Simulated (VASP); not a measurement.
# SnO2 (P4_2/mnm) in VASP: single point with PBE

Aim: the single point of SnO2 with PBE.

Program: VASP 6.6.1. These are calculated values, not measurements. Logs are shortened: lines on timing, memory, paths and dates and some standing lists are left out, and cuts for length are marked.

### Step 1. The cell of the first run

The structure is tetragonal, space group P4_2/mnm (No. 136). Conventional cell: a = 4.827 Å, b = 4.827 Å, c = 3.238 Å, α = 90.00°, β = 90.00°, γ = 90.00°. Sn (site symmetry mmm) has 6 O at 2.09 Å within 2.8 Å. O (site symmetry m2m) has 3 Sn at 2.09 Å and 1 O at 2.64 Å within 2.8 Å.

### Step 2. Single point, PBE

Input file INCAR:

```
SYSTEM = SnO2
PREC = Accurate
ENCUT = 520
EDIFF = 1E-7
ISMEAR = 0
SIGMA = 0.02
LREAL = .False.
LASPH = .True.
NELM = 80
ALGO = Normal
ISIF = 2
LWAVE = .False.
LCHARG = .False.
GGA = PE
NBANDS = 35
```

Input file KPOINTS:

```
regular mesh
0
Gamma
  6 6 8
  0 0 0
```

Input file POSCAR:

```
SnO2
1.0
    4.8271899931      0.0000000000      0.0000000000
    0.0000000000      4.8271899931      0.0000000000
    0.0000000000      0.0000000000      3.2381523548
Sn O
2 4
Direct
    0.5000000000      0.5000000000      0.5000000000
    0.0000000000      0.0000000000      0.0000000000
    0.1934234795      0.8065765205      0.5000000000
    0.8065765205      0.1934234795      0.5000000000
    0.3065765205      0.3065765205      0.0000000000
    0.6934234795      0.6934234795      0.0000000000
```

Potentials or basis: VASP PAW PBE potentials, release 64 (Sn_d, O).

Launch:

```sh
> cat potpaw_PBE.64/Sn_d/POTCAR potpaw_PBE.64/O/POTCAR > POTCAR
> mpirun -np 1 vasp_std > vasp.out
```

OUTCAR:

```text
SYSTEM = SnO2
   PREC = Accurate
   ENCUT = 520
   EDIFF = 1E-7
   ISMEAR = 0
   LREAL = .False.
   LASPH = .True.
   NELM = 80
   ISIF = 2
   GGA = PE

 ion  position               nearest neighbor table
   1  0.500  0.500  0.500-   5 2.09   6 2.09   5 2.09   6 2.09   3 2.09   4 2.09
   2  0.000  0.000  0.000-   3 2.09   4 2.09   3 2.09   4 2.09   5 2.09   6 2.09
   3  0.193  0.807  0.500-   2 2.09   2 2.09   1 2.09
   4  0.807  0.193  0.500-   2 2.09   2 2.09   1 2.09
   5  0.307  0.307  0.000-   1 2.09   1 2.09   2 2.09
   6  0.693  0.693  0.000-   1 2.09   1 2.09   2 2.09

  LATTYP: Found a simple tetragonal cell.
 ALAT       =     4.8271899931
 C/A-ratio  =     0.6708151864

  Lattice vectors:

 A1 = (   4.8271899931,   0.0000000000,   0.0000000000)
 A2 = (   0.0000000000,   4.8271899931,   0.0000000000)
 A3 = (   0.0000000000,   0.0000000000,   3.2381523548)

Analysis of symmetry for initial positions (statically):
=====================================================================
 Subroutine PRICEL returns:
 Original cell was already a primitive cell.

 Routine SETGRP: Setting up the symmetry group for a
 simple tetragonal supercell.

 Subroutine GETGRP returns: Found 16 space group operations
 (whereof  8 operations were pure point group operations)
 out of a pool of 16 trial point group operations.

The static configuration has the point symmetry D_2h.
 The point group associated with its full space group is D_4h.

Analysis of symmetry for dynamics (positions and initial velocities):
=====================================================================
 Subroutine PRICEL returns:
 Original cell was already a primitive cell.

 Routine SETGRP: Setting up the symmetry group for a
 simple tetragonal supercell.

 Subroutine GETGRP returns: Found 16 space group operations
 (whereof  8 operations were pure point group operations)
 out of a pool of 16 trial point group operations.

The dynamic configuration has the point symmetry D_2h.
 The point group associated with its full space group is D_4h.

 Subroutine INISYM returns: Found 16 space group operations
 (whereof  8 operations are pure point group operations),
 and found     1 'primitive' translations

----------------------------------------------------------------------------------------

                                     Primitive cell

  volume of cell :      75.4547

  direct lattice vectors                    reciprocal lattice vectors
     4.827189993  0.000000000  0.000000000     0.207159859  0.000000000  0.000000000
     0.000000000  4.827189993  0.000000000     0.000000000  0.207159859  0.000000000
     0.000000000  0.000000000  3.238152355     0.000000000  0.000000000  0.308818082

  length of vectors
     4.827189993  4.827189993  3.238152355     0.207159859  0.207159859  0.308818082

  position of ions in fractional coordinates (direct lattice)
     0.500000000  0.500000000  0.500000000
     0.000000000  0.000000000  0.000000000
     0.193423479  0.806576521  0.500000000
     0.806576521  0.193423479  0.500000000
     0.306576521  0.306576521  0.000000000
     0.693423479  0.693423479  0.000000000

  ion indices of the primitive-cell ions
   primitive index   ion index
                 1           1
                 2           2
                 3           3
                 4           4
                 5           5
                 6           6

----------------------------------------------------------------------------------------

 KPOINTS: regular mesh

Automatic generation of k-mesh.
 Grid dimensions read from file:
 generate k-points for:    6    6    8

 Generating k-lattice:

  Cartesian coordinates                     Fractional coordinates (reciprocal lattice)
     0.034526643  0.000000000  0.000000000     0.166666667  0.000000000  0.000000000
     0.000000000  0.034526643  0.000000000     0.000000000  0.166666667  0.000000000
     0.000000000  0.000000000  0.038602260     0.000000000  0.000000000  0.125000000

  Length of vectors
     0.034526643  0.034526643  0.038602260

  Shift w.r.t. Gamma in fractional coordinates (k-lattice)
     0.000000000  0.000000000  0.000000000

 Subroutine IBZKPT returns following result:
 ===========================================

 Found     50 irreducible k-points:

 Following reciprocal coordinates:
            Coordinates               Weight
  0.000000  0.000000  0.000000      1.000000
  0.166667  0.000000  0.000000      4.000000
  0.333333  0.000000  0.000000      4.000000
  0.500000  0.000000  0.000000      2.000000
  0.166667  0.166667  0.000000      4.000000
  0.333333  0.166667  0.000000      8.000000
[... 16 lines left out ...]
  0.333333  0.000000  0.250000      8.000000
  0.500000  0.000000  0.250000      4.000000
 [... further k-points ...]
   k-points           NKPTS =     50   k-points in BZ     NKDIM =     50   number of bands    NBANDS=     35
   number of dos      NEDOS =    301   number of ions     NIONS =      6
   total plane-waves  NPLWV =  31104
   dimension x,y,z NGX =    36 NGY =   36 NGZ =   24
   dimension x,y,z NGXF=    72 NGYF=   72 NGZF=   48
   ions per type =               2   4
   NGX,Y,Z   is equivalent  to a cutoff of  12.40, 12.40, 12.32 a.u.
   NGXF,Y,Z  is equivalent  to a cutoff of  24.80, 24.80, 24.64 a.u.
 SYSTEM =  SnO2
   PREC   = accura    normal or accurate (medium, high low for compatibility)
   ISTART =      0    job   : 0-new  1-cont  2-samecut
   ICHARG =      2    charge: 1-file 2-atom 10-const
   ISPIN  =      1    spin polarized calculation?
   LNONCOLLINEAR =      F non collinear calculations
   LSORBIT =      F    spin-orbit coupling
   LASPH  =      T    aspherical Exc in radial PAW
   ENCUT  =  520.0 eV  38.22 Ry    6.18 a.u.   8.98  8.98  6.02*2*pi/ulx,y,z
   NELM   =     80;   NELMIN=  2; NELMDL= -5     # of ELM steps
   EDIFF  = 0.1E-06   stopping-criterion for ELM
   LREAL  =      F    real-space projection
   EDIFFG = 0.1E-05   stopping-criterion for IOM
   NSW    =      0    number of steps for IOM
   IBRION =     -1    ionic relax: 0-MD 1-quasi-New 2-CG
   NFREE  =      0    steps in history (QN), initial steepest desc. (CG)
   ISIF   =      2    stress and relaxation
   ISYM   =      2    0-nonsym 1-usesym 2-fastsym
   POTIM  = 0.5000    time-step for ionic-motion
   TEBEG  =    0.0;   TEEND  =   0.0 temperature during run
   PSTRESS=    0.0 pullay stress
   NELECT =      52.0000    total number of electrons
   NUPDOWN=      -1.0000    fix difference up-down
   EMIN   =  10.00;   EMAX   =-10.00  energy-range for DOS
   EFERMI =   0.00;   METHOD = LEGACY
   ISMEAR =     0;   SIGMA  =   0.02  broadening in eV -4-tet -1-fermi 0-gaus
   EFERMI_NEDOS =   21; number of points for ismear=-14 and -15
   IALGO  =     38    algorithm
   IMIX   =      4    mixing-type and parameters
     AMIX     =   0.40;   BMIX     =  1.00
     AMIX_MAG =   1.60;   BMIX_MAG =  1.00
  volume/ion in A,a.u.               =      12.58        84.87
  Fermi-wavevector in a.u.,A,eV,Ry     =   1.446041  2.732621 28.450250  2.091034
  Thomas-Fermi vector in A             =   2.564155
   LORBIT       =      0    0 simple, 1 ext, 2 COOP (PROOUT), +10 PAW based schemes
   GGA     = PE    functional components
   LHFCALC =     F    Hartree Fock is set to
   AEXX    =    0.0000 exact exchange contribution
   IVDW    =     0    specifies the selected vdW correction
   LEPSILON=     F    determine dielectric tensor
   LRPA    =     F    only Hartree local field effects (RPA)
 non-spin polarized calculation
 Gauss-broadening in eV      SIGMA  =   0.02
  energy-cutoff  :      520.00
  volume of cell :       75.45
 maximum number of plane-waves:      2068
 NGX is ok and might be reduce to    36
   NGX = 17   NGY = 17   NGZ = 13

 number of electron      52.0000002 magnetization

 Free energy of the ion-electron system (eV)
  ---------------------------------------------------
  ext. energy  EPLUGINS =         0.00000000
  ---------------------------------------------------
  free energy    TOTEN  =       -37.31095978 eV

  energy without entropy =      -37.31095978  energy(sigma->0) =      -37.31095978

 E-fermi :   5.6707     XC(G=0): -10.9765

 val. band max:        5.5324768685   @ k =   0.0000   0.0000   0.0000
 cond. band min:       6.2021746998   @ k =   0.0000   0.0000   0.0000
 fundamental gap:      0.6696978314
 Fermi energy:         5.6707484018

 k-point     1 :       0.0000    0.0000    0.0000
  band No.  band energies     occupation
      1     -15.5032      2.00000
      2     -14.8386      2.00000
      3     -14.6454      2.00000
      4     -14.6182      2.00000
      5     -14.6182      2.00000
      6     -14.5525      2.00000
[... 27 lines left out ...]
     34      17.0162      0.00000
     35      17.7877      0.00000

 k-point     2 :       0.1667    0.0000    0.0000
  band No.  band energies     occupation
      1     -15.4658      2.00000
      2     -14.8805      2.00000
      3     -14.6446      2.00000
      4     -14.6167      2.00000
      5     -14.6166      2.00000
      6     -14.5810      2.00000
[... 27 lines left out ...]
     34      17.1173      0.00000
     35      17.7903      0.00000

 k-point     3 :       0.3333    0.0000    0.0000
  band No.  band energies     occupation
      1     -15.3578      2.00000
      2     -15.0138      2.00000
      3     -14.6419      2.00000
      4     -14.6189      2.00000
      5     -14.6137      2.00000
      6     -14.6135      2.00000
[... 27 lines left out ...]
     34      17.4782      0.00000
     35      17.7713      0.00000
[... 723 lines left out ...]
 k-point    23 :       0.3333    0.0000    0.2500
  band No.  band energies     occupation
      1     -15.2625      2.00000
      2     -15.1405      2.00000
      3     -14.8595      2.00000
      4     -14.6775      2.00000
      5     -14.5525      2.00000
      6     -14.5457      2.00000
[... 27 lines left out ...]
     34      17.4120      0.00000
     35      17.7609      0.00000

 k-point    24 :       0.5000    0.0000    0.2500
  band No.  band energies     occupation
      1     -15.2196      2.00000
      2     -15.2196      2.00000
      3     -14.7549      2.00000
      4     -14.7549      2.00000
      5     -14.5481      2.00000
      6     -14.5481      2.00000
[... 27 lines left out ...]
     34      17.5186      0.00000
     35      17.8020      0.00000

 [... further k-points ...]

------------------------ aborting loop because EDIFF is reached ----------------------------------------

  FORCE on cell =-STRESS in cart. coord.  units (eV):
  Direction    XX          YY          ZZ          XY          YZ          ZX
  --------------------------------------------------------------------------------------
  -------------------------------------------------------------------------------------
  Total        0.2464382      0.2464382      0.3812923     -0.0000000      0.0000000      0.0000000
  in kB        5.2327812      5.2327812      8.0962254     -0.0000000      0.0000000      0.0000000
  external PRESSURE =       6.1872626 kB  Pullay stress =       0.0000000 kB

 VOLUME and BASIS-vectors are now :
 -----------------------------------------------------------------------------
  energy-cutoff  :      520.00
  volume of cell :       75.45
      direct lattice vectors                 reciprocal lattice vectors
     4.827189993  0.000000000  0.000000000     0.207159859  0.000000000  0.000000000
     0.000000000  4.827189993  0.000000000     0.000000000  0.207159859  0.000000000
     0.000000000  0.000000000  3.238152355     0.000000000  0.000000000  0.308818082

 POSITION                                       TOTAL-FORCE (eV/Angst)
 -----------------------------------------------------------------------------------
      2.41359      2.41359      1.61908        -0.000000     -0.000000      0.000000
      0.00000      0.00000      0.00000        -0.000000     -0.000000      0.000000
      0.93369      3.89350      1.61908         0.011719     -0.011719      0.000000
      3.89350      0.93369      1.61908        -0.011719      0.011719      0.000000
      1.47990      1.47990      0.00000        -0.011719     -0.011719     -0.000000
      3.34729      3.34729      0.00000         0.011719      0.011719      0.000000
 -----------------------------------------------------------------------------------
    total drift:                                0.000000      0.000000      0.000000

  FREE ENERGIE OF THE ION-ELECTRON SYSTEM (eV)
  ---------------------------------------------------
  free  energy   TOTEN  =       -37.3109597767 eV

  energy  without entropy=      -37.3109597767  energy(sigma->0) =      -37.31095978
```

It took 3.9 min on 1 thread of AMD EPYC, shared host; peak memory 0.21 GiB.

Results:

* Free energy: -37.3110 eV
* Pressure: 0.6 GPa
* Largest force: 0.017 eV/Å
* Band gap on the k mesh: 0.67 eV

Forces in eV/Å, atoms in the order of the input:
```
Sn   0.000  0.000  0.000
Sn   0.000  0.000  0.000
O    0.012 -0.012  0.000
O   -0.012  0.012  0.000
O   -0.012 -0.012  0.000
O    0.012  0.012  0.000
```

Levels at points of the mesh, in eV from the valence-band top:
```csv
k point,band 22,band 23,band 24,band 25,band 26,band 27,band 28,band 29,band 30,band 31
"(0.00, 0.00, 0.00)",-1.26,-1.26,-0.74,-0.74,0.00,0.67,5.69,6.06,6.06,10.12
"(0.50, 0.00, 0.00)",-1.90,-1.21,-1.21,-0.61,-0.61,3.88,3.88,6.81,6.81,10.40
"(0.50, 0.50, 0.00)",-1.87,-1.33,-1.33,-0.85,-0.85,4.27,4.27,7.15,7.15,10.48
"(0.00, 0.00, 0.50)",-2.58,-1.53,-1.53,-1.18,-1.18,5.59,5.59,9.36,9.36,10.31
"(0.50, 0.00, 0.50)",-1.66,-1.02,-1.02,-0.75,-0.75,5.85,5.85,7.61,7.61,10.57
"(0.50, 0.50, 0.50)",-2.43,-0.92,-0.92,-0.78,-0.78,4.35,4.35,8.61,8.61,10.57
```

Caveat: spin-orbit coupling is left out, which moves the levels of the heavy elements.
